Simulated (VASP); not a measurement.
Write the native input for VASP 6.6.1 that does the following.

| Item | Value |
| --- | --- |
| Task | single point |
| Functional | PBE |
| Potentials or basis | VASP PAW PBE potentials, release 64 (Al, Ni) |
| Cutoff | 520 eV |
| k mesh | 14 × 14 × 14 |
| Occupations | gaussian, width 0.15 eV |
| Spin | no spin polarisation |
| Dipole correction | no |
| Further INCAR settings | ALGO = Fast; EDIFF = 1e-06; NBANDS = 36 |

The structure of AlNi lies in POSCAR:

```
AlNi
1.0
   -2.8930835326      2.8930835326      2.8930835326
    2.8930835326     -2.8930835326      2.8930835326
    2.8930835326      2.8930835326     -2.8930835326
Al Ni
4 4
Direct
    0.5000000000      0.5000000000      0.0000000000
    0.0000000000      0.0000000000      0.0000000000
    0.0000000000      0.5000000000      0.5000000000
    0.5000000000      0.0000000000      0.5000000000
    0.5549928904      0.5549928904      0.6099857809
    0.0000000000      0.0000000000      0.5000000000
    0.0000000000      0.5000000000      0.0000000000
    0.5000000000      0.0000000000      0.0000000000
```

This cell differs from its parent crystal: atom 5 (Ni) moved +0.450 Å along Cartesian [1 1 0].

One way to write it, as run:

INCAR

```
SYSTEM = AlNi
PREC = Accurate ; ENCUT = 520
EDIFF = 1E-6 ; ISMEAR = 0
SIGMA = 0.15 ; LREAL = .False.
LASPH = .True. ; NELM = 60
ALGO = Fast ; ISIF = 2
LWAVE = .False. ; LCHARG = .False.
GGA = PE ; NBANDS = 36
```

KPOINTS

```
Automatic mesh
0
Gamma
  14 14 14
  0 0 0
```

Potentials or basis: VASP PAW PBE potentials, release 64 (Al, Ni).

Run with:

```sh
$ cat potpaw_PBE.64/Al/POTCAR potpaw_PBE.64/Ni/POTCAR > POTCAR
$ mpirun -np 1 vasp_std > vasp.out
```

Results of the run:

```yaml
Pressure: 4.4 GPa
Largest_force: 4.062 eV/Å
Band_gap_on_the_k_mesh: zero (bands 26 and 27 overlap by 2.66 eV)
```

Caveat: the cell differs from its parent crystal (atom 5 (Ni) moved +0.450 Å along Cartesian [1 1 0]); the cell stands under pressure; forces of over 1 eV/Å act on the atoms, so gaps and moduli don't describe the material at rest.

Wall time 42 min on 1 thread of Oxide Virtual Turin-like Processor, on a shared host, peak memory 1.1 GiB.
